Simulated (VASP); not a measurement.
The system is H.

```
H
1.0
    -1.69153    1.69153    2.05847
     1.69153   -1.69153    2.05847
     1.69153    1.69153   -2.05847
H
2
Direct
  0.09014 0.09014 0.00000
  0.90986 0.90986 0.00000
```

* Program: VASP 6.6.1
* Task: relaxation of cell and atoms
* Functional: LDA
* Potentials or basis: VASP PAW LDA potentials, release 64 (H)
* Cutoff: 600 eV
* k mesh: 11 × 11 × 11
* Occupations: fermi-dirac, width 0.05 eV
* Spin: no spin polarisation

At the start: pressure 0.9 GPa; volume 11.78 Å³/atom.

**Question.** Where does the relaxation end?

**Answer.** Over 25 steps the energy falls by 22.3 meV/atom and the volume is 7.69 Å³/atom (-34.8 %); space group I4/mmm (No. 139, to 0.05 Å).

Step by step:
```csv
step,energy change (eV),largest force (eV/Å),pressure (GPa),volume (Å³)
1,0.0000,0.9651,0.87,23.56
2,0.0666,1.8924,-4.44,23.78
3,-0.0130,0.0223,-0.81,23.62
4,-0.0130,0.0056,-0.76,23.62
5,-0.0130,0.0225,-0.73,23.62
6,-0.0138,0.0241,-0.73,23.46
7,-0.0160,0.0296,-0.72,22.99
8,-0.0205,0.0437,-0.69,22.07
9,-0.0288,0.0839,-0.57,20.31
10,-0.0410,0.2112,0.07,17.07
11,-0.0118,0.6501,5.19,11.66
12,-0.0406,0.4718,0.99,15.98
13,-0.0410,0.4482,0.95,15.94
14,-0.0420,0.3791,0.82,15.81
15,-0.0435,0.2446,0.58,15.56
16,-0.0444,0.0106,0.10,15.05
17,-0.0444,0.0258,0.17,15.13
18,-0.0444,0.0343,0.18,15.14
19,-0.0444,0.0334,0.17,15.16
20,-0.0445,0.0309,0.15,15.21
21,-0.0445,0.0260,0.10,15.30
22,-0.0445,0.0163,0.00,15.49
23,-0.0445,0.0217,0.05,15.39
24,-0.0445,0.0016,0.01,15.38
25,-0.0445,0.0086,-0.02,15.37
```

Final structure:
```xyz
2
Lattice="-1.4481 1.4481 1.8323 1.4481 -1.4481 1.8323 1.4481 1.4481 -1.8323" Properties=species:S:1:pos:R:3 pbc="T T T"
H     0.0000    0.0000    0.3857
H     0.0000    0.0000    3.2789
```

Caveat: the volume moved by over 15 % at a fixed basis, so the end points are rough.
